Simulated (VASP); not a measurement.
# Be16B (a cell with a defect) in VASP: further runs

The runs below take Be16B (a cell with a defect) through single point, with PBE.

Program: VASP 6.6.1. These are calculated values, not measurements. Logs are shortened: lines on timing, memory, paths and dates and some standing lists are left out, and cuts for length are marked.

**1. The cell of the first run**

The cell holds a defect, 17 atoms: a = 4.580 Å, b = 3.966 Å, c = 7.177 Å, α = 90.00°, β = 90.00°, γ = 90.00°.

**2. Single point, PBE**

The input, INCAR:

```
SYSTEM = Be16B
PREC = Accurate ; ENCUT = 520
EDIFF = 1E-7 ; ISMEAR = -1
SIGMA = 0.1 ; LREAL = Auto
LASPH = .True. ; NELM = 60
ALGO = Normal ; ISIF = 2
LWAVE = .False. ; LCHARG = .False.
GGA = PE ; NBANDS = 32
```

The input, KPOINTS:

```
regular mesh
0
Gamma
  4 4 3
  0 0 0
```

The input, POSCAR:

```
Be16B
1.0
   -2.2900000000     -3.9663960000      0.0000000000
    3.4350000000     -1.9831980000      0.0000000000
    0.0000000000      0.0000000000      7.1768600000
Be B
16 1
Direct
    0.7614642203      0.4404806592     -0.0068474235
    0.4671546295      0.3090038141      0.2374034048
    0.7342850556      0.4608721331      0.4982612173
    0.4856382696      0.3165172161      0.7518002302
    0.5598327208     -0.0449522764      0.0053527587
    0.2287396064      0.8298511495      0.2441552434
    0.4910708379     -0.0180054676      0.4962889063
    0.2620975509      0.8363089932      0.7306844497
    0.2335045997      0.6029026298     -0.0155662783
   -0.0318377512      0.2802010334      0.2399687328
    0.2394454166      0.4843775848      0.4890732159
   -0.0017412847      0.3203934376      0.7349081632
    0.1901271236      0.1266719397     -0.0184370324
    0.7184714773      0.7674456137      0.2644950577
   -0.0137380615     -0.0347380381      0.5001116087
    0.7617423758      0.7978835635      0.7578259852
   -0.0841575247      0.8606422906      0.0462843082
```

Potentials or basis: VASP PAW PBE potentials, release 64 (Be, B).

On the command line:

```bash
$ cat potpaw_PBE.64/Be/POTCAR potpaw_PBE.64/B/POTCAR > POTCAR
$ mpirun -np 1 vasp_std > vasp.out
```

OUTCAR:

```text
SYSTEM = Be16B
   PREC = Accurate
   ENCUT = 520
   EDIFF = 1E-7
   ISMEAR = -1
   LREAL = Auto
   LASPH = .True.
   NELM = 60
   ISIF = 2
   GGA = PE

 ion  position               nearest neighbor table
   1  0.761  0.440  0.993-  17 1.85  10 2.11   5 2.14   4 2.20  12 2.20  16 2.20   5 2.24   9 2.26
                             2 2.27  13 2.33  14 2.35
   2  0.467  0.309  0.237-  14 2.16   6 2.19  11 2.20   5 2.22   7 2.27   1 2.27  10 2.29  10 2.30
                             3 2.32   6 2.34  13 2.35
   3  0.734  0.461  0.498-  14 2.07  12 2.16   7 2.20   4 2.22  10 2.26  11 2.27  15 2.28  16 2.30
                            15 2.31   2 2.32  11 2.32   7 2.35
   4  0.486  0.317  0.752-   8 2.17   1 2.20   3 2.22  12 2.24  13 2.26   7 2.26  16 2.29  11 2.30
                             8 2.31   9 2.33   5 2.34  12 2.35
   5  0.560  0.955  0.005-  17 1.70  13 1.83   9 2.05  16 2.10  14 2.13   1 2.14   2 2.22   1 2.24
                             4 2.34   6 2.34
   6  0.229  0.830  0.244-  17 2.02   9 2.07  10 2.15   2 2.19  15 2.21  13 2.23  11 2.23   7 2.25
                            14 2.26   2 2.34   5 2.34  14 2.35
   7  0.491  0.982  0.496-   8 2.06  14 2.14   3 2.20   6 2.25   4 2.26   2 2.27  15 2.27  11 2.29
                            11 2.30  15 2.31   3 2.35  16 2.37
   8  0.262  0.836  0.731-   9 2.05   7 2.06  15 2.14  13 2.16   4 2.17  11 2.23  12 2.27  16 2.30
                            16 2.30   4 2.31  12 2.38
   9  0.234  0.603  0.984-  17 1.83  13 1.90   8 2.05   5 2.05   6 2.07  13 2.09   1 2.26   4 2.33
                            12 2.37
  10  0.968  0.280  0.240-   1 2.11   6 2.15  17 2.18  13 2.20  15 2.25  14 2.25   3 2.26   2 2.29
                             2 2.30  11 2.32  14 2.34
  11  0.239  0.484  0.489-  12 2.18   2 2.20   8 2.23   6 2.23  15 2.23   3 2.27   7 2.29   4 2.30
                             7 2.30   3 2.32  10 2.32  15 2.36
  12  0.998  0.320  0.735-  13 2.12   3 2.16  11 2.18  16 2.19  15 2.20   1 2.20   4 2.24   8 2.27
                            16 2.34   4 2.35   9 2.37   8 2.38
  13  0.190  0.127  0.982-  17 1.71   5 1.83   9 1.90   9 2.09  12 2.12   8 2.16  10 2.20   6 2.23
                             4 2.26   1 2.33   2 2.35
  14  0.718  0.767  0.264-  17 1.85   3 2.07   5 2.13   7 2.14   2 2.16  15 2.23  10 2.25   6 2.26
                            10 2.34   1 2.35   6 2.35
  15  0.986  0.965  0.500-   8 2.14  12 2.20   6 2.21  16 2.22  14 2.23  11 2.23  10 2.25   7 2.27
                             3 2.28   3 2.31   7 2.31  11 2.36
  16  0.762  0.798  0.758-   5 2.10  12 2.19  17 2.20   1 2.20  15 2.22   4 2.29   3 2.30   8 2.30
                             8 2.30  12 2.34   7 2.37
  17  0.916  0.861  0.046-   5 1.70  13 1.71   9 1.83  14 1.85   1 1.85   6 2.02  10 2.18  16 2.20

  LATTYP: Found a simple orthorhombic cell.
 ALAT       =     3.9663962620
 B/A-ratio  =     1.1547004875
 C/A-ratio  =     1.8094157835

  Lattice vectors:

 A1 = (  -3.4350000000,   1.9831980000,   0.0000000000)
 A2 = (  -2.2900000000,  -3.9663960000,   0.0000000000)
 A3 = (   0.0000000000,   0.0000000000,   7.1768600000)

Analysis of symmetry for initial positions (statically):
=====================================================================
 Subroutine PRICEL returns:
 Original cell was already a primitive cell.

 Routine SETGRP: Setting up the symmetry group for a
 simple orthorhombic supercell.

 Subroutine GETGRP returns: Found  1 space group operations
 (whereof  1 operations were pure point group operations)
 out of a pool of  8 trial point group operations.

The static configuration has the point symmetry C_1 .

Analysis of symmetry for dynamics (positions and initial velocities):
=====================================================================
 Subroutine PRICEL returns:
 Original cell was already a primitive cell.

 Routine SETGRP: Setting up the symmetry group for a
 simple orthorhombic supercell.

 Subroutine GETGRP returns: Found  1 space group operations
 (whereof  1 operations were pure point group operations)
 out of a pool of  8 trial point group operations.

The dynamic configuration has the point symmetry C_1 .

 Subroutine INISYM returns: Found  1 space group operations
 (whereof  1 operations are pure point group operations),
 and found     1 'primitive' translations

----------------------------------------------------------------------------------------

                                     Primitive cell

  volume of cell :     130.3755

[... 52 lines left out ...]
 Grid dimensions read from file:
 generate k-points for:    4    4    3

 Generating k-lattice:

  Cartesian coordinates                     Fractional coordinates (reciprocal lattice)
    -0.027292576 -0.047272133  0.000000000     0.250000000  0.000000000  0.000000000
     0.054585153 -0.031514755  0.000000000     0.000000000  0.250000000  0.000000000
     0.000000000  0.000000000  0.046445567     0.000000000  0.000000000  0.333333333

  Length of vectors
     0.054585156  0.063029507  0.046445567

  Shift w.r.t. Gamma in fractional coordinates (k-lattice)
     0.000000000  0.000000000  0.000000000

 Subroutine IBZKPT returns following result:
 ===========================================

 Found     26 irreducible k-points:

 Following reciprocal coordinates:
            Coordinates               Weight
  0.000000  0.000000  0.000000      1.000000
  0.250000  0.000000  0.000000      2.000000
  0.500000  0.000000  0.000000      1.000000
  0.000000  0.250000  0.000000      2.000000
  0.250000  0.250000  0.000000      2.000000
 -0.250000  0.250000  0.000000      2.000000
[... 16 lines left out ...]
  0.000000  0.500000  0.333333      2.000000
  0.250000  0.500000  0.333333      2.000000
 [... further k-points ...]
   k-points           NKPTS =     26   k-points in BZ     NKDIM =     26   number of bands    NBANDS=     32
   number of dos      NEDOS =    301   number of ions     NIONS =     17
   total plane-waves  NPLWV =  58320
   dimension x,y,z NGX =    36 NGY =   30 NGZ =   54
   dimension x,y,z NGXF=    72 NGYF=   60 NGZF=  108
   ions per type =              16   1
   NGX,Y,Z   is equivalent  to a cutoff of  13.07, 12.57, 12.51 a.u.
   NGXF,Y,Z  is equivalent  to a cutoff of  26.13, 25.15, 25.02 a.u.
 SYSTEM =  Be16B
   PREC   = accura    normal or accurate (medium, high low for compatibility)
   ISTART =      0    job   : 0-new  1-cont  2-samecut
   ICHARG =      2    charge: 1-file 2-atom 10-const
   ISPIN  =      1    spin polarized calculation?
   LNONCOLLINEAR =      F non collinear calculations
   LSORBIT =      F    spin-orbit coupling
   LASPH  =      T    aspherical Exc in radial PAW
   ENCUT  =  520.0 eV  38.22 Ry    6.18 a.u.   8.52  7.37 13.34*2*pi/ulx,y,z
   NELM   =     60;   NELMIN=  2; NELMDL= -5     # of ELM steps
   EDIFF  = 0.1E-06   stopping-criterion for ELM
   LREAL  =      T    real-space projection
   EDIFFG = 0.1E-05   stopping-criterion for IOM
   NSW    =      0    number of steps for IOM
   IBRION =     -1    ionic relax: 0-MD 1-quasi-New 2-CG
   NFREE  =      0    steps in history (QN), initial steepest desc. (CG)
   ISIF   =      2    stress and relaxation
   ISYM   =      2    0-nonsym 1-usesym 2-fastsym
   POTIM  = 0.5000    time-step for ionic-motion
   TEBEG  =    0.0;   TEEND  =   0.0 temperature during run
   PSTRESS=    0.0 pullay stress
   NELECT =      35.0000    total number of electrons
   NUPDOWN=      -1.0000    fix difference up-down
   EMIN   =  10.00;   EMAX   =-10.00  energy-range for DOS
   EFERMI =   0.00;   METHOD = LEGACY
   ISMEAR =    -1;   SIGMA  =   0.10  broadening in eV -4-tet -1-fermi 0-gaus
   EFERMI_NEDOS =   21; number of points for ismear=-14 and -15
   IALGO  =     38    algorithm
   IMIX   =      4    mixing-type and parameters
     AMIX     =   0.40;   BMIX     =  1.00
     AMIX_MAG =   1.60;   BMIX_MAG =  1.00
  volume/ion in A,a.u.               =       7.67        51.75
  Fermi-wavevector in a.u.,A,eV,Ry     =   1.056085  1.995711 15.174786  1.115315
  Thomas-Fermi vector in A             =   2.191307
   LORBIT       =      0    0 simple, 1 ext, 2 COOP (PROOUT), +10 PAW based schemes
   GGA     = PE    functional components
   LHFCALC =     F    Hartree Fock is set to
   AEXX    =    0.0000 exact exchange contribution
   IVDW    =     0    specifies the selected vdW correction
   LEPSILON=     F    determine dielectric tensor
   LRPA    =     F    only Hartree local field effects (RPA)
 non-spin polarized calculation
  energy-cutoff  :      520.00
  volume of cell :      130.38
 maximum number of plane-waves:      3529
 NGX is ok and might be reduce to    36
   NGX = 17   NGY = 15   NGZ = 27

 number of electron      35.0000000 magnetization

 Free energy of the ion-electron system (eV)
  ---------------------------------------------------
  ext. energy  EPLUGINS =         0.00000000
  ---------------------------------------------------
  free energy    TOTEN  =       -63.18120833 eV

  energy without entropy =      -63.09974843  energy(sigma->0) =      -63.14047838

 E-fermi :   7.3958     XC(G=0): -10.7391

 val. band max:        7.3510548401   @ k =   0.2500   0.0000   0.3333
 cond. band min:       7.4473437573   @ k =  -0.2500   0.2500   0.0000
 fundamental gap:      0.0962889172
 Fermi energy:         7.3958453447

 k-point     1 :       0.0000    0.0000    0.0000
  band No.  band energies     occupation
      1      -4.9469      2.00000
      2      -2.6442      2.00000
      3      -2.2164      2.00000
      4       0.2073      2.00000
      5       0.5318      2.00000
      6       1.6187      2.00000
[... 757 lines left out ...]
     28      13.2785      0.00000
     29      13.6253      0.00000

 [... further k-points ...]

 [bands above 29 left out]

------------------------ aborting loop because EDIFF is reached ----------------------------------------

  FORCE on cell =-STRESS in cart. coord.  units (eV):
  Direction    XX          YY          ZZ          XY          YZ          ZX
  --------------------------------------------------------------------------------------
  -------------------------------------------------------------------------------------
  Total        7.2664305     11.3351905      2.7097004      0.2029321      8.0096169     -0.5601011
  in kB       89.2967561    139.2975196     33.2993563      2.4938207     98.4297322     -6.8830509
  external PRESSURE =      87.2978773 kB  Pullay stress =       0.0000000 kB

 VOLUME and BASIS-vectors are now :
 -----------------------------------------------------------------------------
  energy-cutoff  :      520.00
  volume of cell :      130.38
      direct lattice vectors                 reciprocal lattice vectors
    -2.290000000 -3.966396000  0.000000000    -0.109170306 -0.189088533  0.000000000
     3.435000000 -1.983198000  0.000000000     0.218340611 -0.126059022  0.000000000
     0.000000000  0.000000000  7.176860000     0.000000000  0.000000000  0.139336702

 POSITION                                       TOTAL-FORCE (eV/Angst)
 -----------------------------------------------------------------------------------
     -0.23070     -3.89383      7.12772        -0.051052      0.041777     -0.093815
     -0.00836     -2.46574      1.70381         0.018825      0.058129     -0.050423
     -0.09842     -3.82647      3.57595         0.005047     -0.019410     -0.041088
     -0.02488     -2.55395      5.39557        -0.016013     -0.090220     -0.027859
      1.99857     -4.11457      0.03842        -0.024601      0.094508      0.051933
      2.32672     -2.55303      1.75227         0.024368      0.118787     -0.117226
[... 9 lines left out ...]
      0.99634     -4.60373      5.43881        -0.027219     -0.272721      0.171631
      0.85903     -5.33942      0.33218         0.061562      0.016516      0.968677
 -----------------------------------------------------------------------------------
    total drift:                                0.001992     -0.000795      0.000157

  FREE ENERGIE OF THE ION-ELECTRON SYSTEM (eV)
  ---------------------------------------------------
  free  energy   TOTEN  =       -63.1812083339 eV

  energy  without entropy=      -63.0997484302  energy(sigma->0) =      -63.14047838
```

Run time: 1.8 min. Hardware: 1 thread of AMD EPYC 9R14 (Zen 4), shared host; peak memory 0.22 GiB.

Results:

```
Free energy   : -63.1812 eV
Pressure      : 8.7 GPa
Largest force : 0.971 eV/Å
```

Forces on the atoms (eV/Å):
```
Be  -0.051  0.042 -0.094
Be   0.019  0.058 -0.050
Be   0.005 -0.019 -0.041
Be  -0.016 -0.090 -0.028
Be  -0.025  0.095  0.052
Be   0.024  0.119 -0.117
Be  -0.004 -0.040 -0.041
Be  -0.079 -0.152 -0.117
Be   0.022  0.097 -0.121
Be  -0.043  0.123 -0.158
Be   0.003 -0.016 -0.113
Be   0.047 -0.162 -0.193
Be   0.035  0.045 -0.267
Be   0.026  0.178  0.105
Be   0.002 -0.021  0.043
Be  -0.027 -0.273  0.172
B    0.062  0.017  0.969
```

Levels at points of the mesh, in eV from the Fermi level:
```tsv
k point	band 13	band 14	band 15	band 16	band 17	band 18	band 19	band 20	band 21	band 22
(0.00, 0.00, 0.00)	-4.11	-3.62	-1.98	-0.75	-0.65	0.35	0.64	0.75	1.47	1.76
(0.50, 0.00, 0.00)	-2.68	-2.33	-2.16	-2.01	-1.56	-0.70	0.15	0.36	0.71	0.94
(0.00, 0.50, 0.00)	-3.79	-3.57	-3.04	-2.54	-1.76	-0.18	0.18	0.72	1.00	1.13
(0.50, 0.50, 0.00)	-1.98	-1.89	-1.08	-0.87	-0.56	0.48	0.50	0.85	1.32	2.75
```

Caveat: the k points lie up to 0.40 Å⁻¹ apart.

**3. Single point, PBE**

The input, INCAR:

```
SYSTEM = Be16B
PREC = Accurate
ENCUT = 520
EDIFF = 1E-6
ISMEAR = -1
SIGMA = 0.1
LREAL = Auto
LASPH = .TRUE.
NELM = 100
ALGO = Normal
ISIF = 2
LWAVE = .FALSE.
LCHARG = .FALSE.
GGA = PE
NBANDS = 32
```

The input, KPOINTS:

```
Automatic mesh
0
G
  4 4 3
  0 0 0
```

The input, POSCAR:

```
Be16B
1.0
   -2.2900000000     -3.9663960000      0.0000000000
    3.4350000000     -1.9831980000      0.0000000000
    0.0000000000      0.0000000000      7.1768600000
Be B
16 1
Direct
    0.7580184098      0.4508943693     -0.0001928420
    0.4780207533      0.3126618705      0.2404249212
    0.7316173322      0.4577192695      0.4994079584
    0.4717773821      0.3108151979      0.7534588943
    0.5734326917     -0.0370780600     -0.0028570991
    0.2485662047      0.8350860579      0.2552127253
    0.4868917366     -0.0209315643      0.4958959768
    0.2313876766      0.8348348703      0.7406389424
    0.2504923582      0.6050228531     -0.0047771588
   -0.0173453853      0.3012824069      0.2542154926
    0.2360573580      0.4824833624      0.4982911747
   -0.0231837427      0.2954041424      0.7525431735
    0.1999333624      0.1310394177      0.0034842536
    0.7433107172      0.7804295611      0.2513755319
   -0.0167371304     -0.0364451320      0.4931325120
    0.7173809487      0.7762493078      0.7338287218
   -0.0729386843      0.8580568888     -0.0503575380
```

Potentials or basis: VASP PAW PBE potentials, release 64 (Be, B).

On the command line:

```bash
$ cat potpaw_PBE.64/Be/POTCAR potpaw_PBE.64/B/POTCAR > POTCAR
$ mpirun -np 1 vasp_std > vasp.out
```

Run time: 1.7 min. Hardware: 1 thread of AMD EPYC 9R14 (Zen 4), shared host; peak memory 0.22 GiB.

Results (log left out):

```yaml
Free_energy: -62.9798 eV
Pressure: 8.9 GPa
Largest_force: 0.820 eV/Å
```

Forces in eV/Å, atoms in the order of the input:
```
Be   0.002  0.034  0.096
Be  -0.030 -0.096  0.052
Be  -0.010  0.002  0.012
Be   0.007  0.088  0.051
Be  -0.021  0.015 -0.060
Be  -0.085 -0.151  0.123
Be   0.010  0.002  0.019
Be   0.065  0.162  0.123
Be  -0.015  0.002  0.168
Be   0.073 -0.191  0.160
Be   0.002 -0.010  0.122
Be  -0.041  0.165  0.181
Be   0.002  0.001  0.264
Be   0.004 -0.289 -0.226
Be   0.003 -0.001 -0.046
Be   0.036  0.295 -0.219
B   -0.001 -0.027 -0.820
```

Stress tensor (GPa, compression positive):
```
 9.25 -0.23 -0.89
-0.23 14.55 -6.88
-0.89 -6.88  2.91
```

Levels at points of the mesh, in eV from the Fermi level:
```
           k point  band 15  band 16  band 17  band 18  band 19  band 20
(0.00, 0.00, 0.00)    -1.93    -0.80    -0.50     0.25     0.62     0.74
(0.50, 0.00, 0.00)    -2.33    -2.06    -1.47    -0.65     0.07     0.31
(0.00, 0.50, 0.00)    -3.05    -2.48    -1.66    -0.13     0.06     0.67
(0.50, 0.50, 0.00)    -0.99    -0.84    -0.63     0.36     0.44     0.74
```

Caveat: the k points lie up to 0.40 Å⁻¹ apart.

**4. Single point, PBE**

The input, INCAR:

```
SYSTEM = Be16B
PREC = Accurate
ENCUT = 520
EDIFF = 1E-6
ISMEAR = -1
SIGMA = 0.1
LREAL = Auto
LASPH = .True.
NELM = 80
ALGO = Normal
ISIF = 2
LWAVE = .False.
LCHARG = .False.
GGA = PE
NBANDS = 32
```

The input, KPOINTS:

```
regular mesh
0
Gamma
  4 4 3
  0 0 0
```

The input, POSCAR:

```
Be16B
1.0
   -2.2900000000     -3.9663960000      0.0000000000
    3.4350000000     -1.9831980000      0.0000000000
    0.0000000000      0.0000000000      7.1768600000
Be B
16 1
Direct
    0.7610960101      0.4182037447      0.0039244182
    0.5001997403      0.3154146740      0.2415125835
    0.7396664295      0.4629860622      0.4924526882
    0.4635503001      0.3013980167      0.7570225698
    0.5359012660     -0.0660602914     -0.0204840278
    0.2911510628      0.8277315674      0.2609375131
    0.4928157452     -0.0085263300      0.4944956429
    0.2185190252      0.8250447068      0.7511169230
    0.2009127841      0.5946740249      0.0145859053
    0.0140163652      0.3466767035      0.2647419624
    0.2486565876      0.4923812476      0.5077455879
   -0.0330907504      0.2893150456      0.7568567591
    0.1618935547      0.1082297643      0.0273944315
    0.8123644983      0.8349003496      0.1984388716
   -0.0105816472     -0.0290273572      0.4858720945
    0.6972001213      0.7646993531      0.7154493748
   -0.1030060285      0.8611528951     -0.0803742862
```

On the command line:

```bash
$ cat potpaw_PBE.64/Be/POTCAR potpaw_PBE.64/B/POTCAR > POTCAR
$ mpirun -np 1 vasp_std > vasp.out
```

It took 1.8 min on 1 thread of AMD EPYC 9R14 (Zen 4), shared host; peak memory 0.22 GiB.

The run converged. Its results:

* Free energy: -63.5214 eV
* Pressure: 8.8 GPa
* Largest force: 0.023 eV/Å

Forces in eV/Å, atoms in the order of the input:
```
Be   0.013  0.004  0.004
Be   0.002 -0.002 -0.005
Be  -0.005  0.000  0.002
Be   0.004  0.000  0.000
Be  -0.001 -0.001  0.006
Be   0.004 -0.002  0.003
Be  -0.004  0.004 -0.001
Be  -0.005 -0.005 -0.010
Be  -0.022  0.000  0.005
Be   0.004  0.001  0.004
Be  -0.007  0.004  0.002
Be   0.003 -0.004 -0.006
Be   0.012 -0.012  0.008
Be   0.002  0.006  0.004
Be  -0.001 -0.001  0.002
Be  -0.005  0.007 -0.008
B    0.008  0.001 -0.012
```

Stress tensor (GPa, compression positive):
```
  6.60   1.24   0.93
  1.24  12.11 -11.65
  0.93 -11.65   7.77
```

Levels at points of the mesh, in eV from the Fermi level:
| k point | band 15 | band 16 | band 17 | band 18 | band 19 | band 20 |
| --- | --- | --- | --- | --- | --- | --- |
| (0.00, 0.00, 0.00) | -2.10 | -1.10 | -0.37 | 0.49 | 0.74 | 1.10 |
| (0.50, 0.00, 0.00) | -1.99 | -1.74 | -1.32 | -1.07 | 0.25 | 0.40 |
| (0.00, 0.50, 0.00) | -2.93 | -2.56 | -2.07 | 0.02 | 0.28 | 0.74 |
| (0.50, 0.50, 0.00) | -1.23 | -0.60 | -0.37 | 0.75 | 0.81 | 1.24 |

Caveat: the k points lie up to 0.40 Å⁻¹ apart.
